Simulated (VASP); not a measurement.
Wanted: the native input for a VASP 6.6.1 run.

* Task: single point
* Functional: PBEsol
* Potentials or basis: VASP PAW PBE potentials, release 64 (Cu)
* Cutoff: 520 eV
* k mesh: 24 × 24 × 24
* Occupations: gaussian, width 0.15 eV
* Spin: no spin polarisation
* Dipole correction: no
* Further INCAR settings: ALGO = Normal; EDIFF = 1e-06; NBANDS = 12

The structure of Cu lies in POSCAR:

```
Cu
1.0
   -1.3706536540      1.3706536540      1.3416794138
    1.3706536540     -1.3706536540      1.3416794138
    1.3706536540      1.3706536540     -1.3416794138
Cu
1
Direct
    0.0000000000      0.0000000000      0.0000000000
```

This cell differs from its parent crystal: strain -0.050 along x and y, -0.025 along z.

One way to write it, as run:

INCAR

```
PREC = Accurate ; ENCUT = 520
EDIFF = 1E-6 ; ISMEAR = 0
SIGMA = 0.15 ; LREAL = F
LASPH = T ; NELM = 80
ALGO = Normal ; ISIF = 2
LWAVE = F ; LCHARG = F
GGA = PS ; NBANDS = 12
```

KPOINTS

```
Automatic mesh
0
Gamma
  24 24 24
```

Potentials or basis: VASP PAW PBE potentials, release 64 (Cu).

The run is started by

```bash
$ cat potpaw_PBE.64/Cu/POTCAR > POTCAR
$ mpirun -np 1 vasp_std > vasp.out
```

Results of the run:

```
Pressure : 27.3 GPa
```

Caveat: the cell differs from its parent crystal (strain -0.050 along x and y, -0.025 along z); the PAW data sets were made with another functional, which shifts forces and pressure a little.

Run time: 3.3 min on 1 thread of AMD EPYC 7R13 (shared host), peak memory 0.19 GiB.
